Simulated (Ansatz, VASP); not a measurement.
Ti3Ag in VASP and in Ansatz

File INCAR:

```
SYSTEM = Ti3Ag
ALGO     = Normal         ! electronic algorithm
EDIFF    = 1E-8           ! SCF threshold, eV
ENCUT    = 520            ! plane-wave cutoff, eV
ISIF     = 2              ! what is computed and relaxed
ISMEAR   = -1             ! smearing method
LASPH    = .TRUE.         ! aspherical terms in the spheres
LCHARG   = .FALSE.        ! write CHGCAR
LEFG     = .TRUE.       
LREAL    = .FALSE.        ! projectors in reciprocal space
LWAVE    = .FALSE.        ! write WAVECAR
NBANDS   = 32             ! bands
NELM     = 100            ! most SCF steps
PREC     = Accurate       ! precision mode
SIGMA    = 0.08           ! smearing width, eV
```

KPOINTS

```
k-points
0
G
  9 9 9
  0 0 0
```

The input POSCAR:

```
Ti3Ag
1.0
    4.1588984821      0.0000000000      0.0000000000
    0.0000000000      4.1588984821      0.0000000000
    0.0000000000      0.0000000000      3.9234891341
Ti Ag
3 1
Direct
    0.0000000000      0.5000000000      0.5000000000
    0.5000000000      0.0000000000      0.5000000000
    0.5000000000      0.5000000000      0.0000000000
    0.0000000000      0.0000000000      0.0000000000
```

Input for Ansatz:

```yaml
crystal:
  lattice:
    - [4.1588984821, 0.0, 0.0]
    - [0.0, 4.1588984821, 0.0]
    - [0.0, 0.0, 3.9234891341]
  atoms:
    - { symbol: Ti, position: [0.0, 0.5, 0.5] }
    - { symbol: Ti, position: [0.5, 0.0, 0.5] }
    - { symbol: Ti, position: [0.5, 0.5, 0.0] }
    - { symbol: Ag, position: [0.0, 0.0, 0.0] }
kpoints:
  mp_grid: { grid: [9, 9, 9] }
scf:
  occupations: { method: fermi_dirac, width: 0.08 }
hamiltonian:
  xc: lda
  pseudopotentials: { kind: all_electron, datasets: crystal }
output:
  forces: true
  stress: true
  eigenvalues: true
  efg: { contact_densities: true }
```

Change from the starting cell: volume scaled by 0.98, crystal datasets.

Alike in both runs: task electric field gradients; functional LDA; k mesh 9 × 9 × 9; occupations fermi-dirac, width 0.08 eV; no spin polarisation.

|  | VASP | Ansatz |
| --- | --- | --- |
| version | VASP 6.6.1 | Ansatz 0.2.0 |
| potentials or method | VASP PAW LDA potentials, release 64 (Ti_sv, Ag), cutoff 520 eV | all-electron PAW with datasets made for the crystal, scalar-relativistic |

```tsv
	VASP	Ansatz	Ansatz less VASP
pressure (GPa)	-7.8	-7.9	-0.09
traceless stress, the component that is largest in VASP (GPa)	1.44	1.45	+0.003
size of Vzz on the site where it differs most (V/Å²)	6.8	9.9	+3.11
```

LDA's correlation is that of Perdew and Zunger in VASP and of Perdew and Wang (1992) in Ansatz. Ansatz ran all-electron here, and VASP with PAW potentials.
